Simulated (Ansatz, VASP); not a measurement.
## One calculation of IrOs, two programs

```xyz
2
Lattice="2.7436 0.0000 0.0000 -1.3718 2.3760 0.0000 0.0000 0.0000 4.3609" Properties=species:S:1:pos:R:3 pbc="T T T"
Os    0.0000    0.0000    0.0000
Ir    0.0000    1.5840    2.1804
```

Alike in both runs: task single point; functional PBEsol; k mesh 13 × 13 × 7; occupations fermi-dirac, width 0.05 eV; no spin polarisation.

|  | VASP | Ansatz |
| --- | --- | --- |
| version | VASP 6.6.1 | Ansatz 0.2.0 |
| potentials or method | VASP PAW PBE potentials, release 64 (Os, Ir), cutoff 520 eV | all-electron LAPW, scalar-relativistic |

|  | VASP | Ansatz | Ansatz less VASP |
| --- | --- | --- | --- |
| pressure (GPa) | -6.1 | -6.7 | -0.59 |
| traceless stress, the component that is largest in VASP (GPa) | -0.05 | -0.12 | -0.065 |

VASP's potentials were made for PBE, not for PBEsol. Ansatz ran all-electron here, and VASP with PAW potentials.

Neither program's run includes spin-orbit coupling.
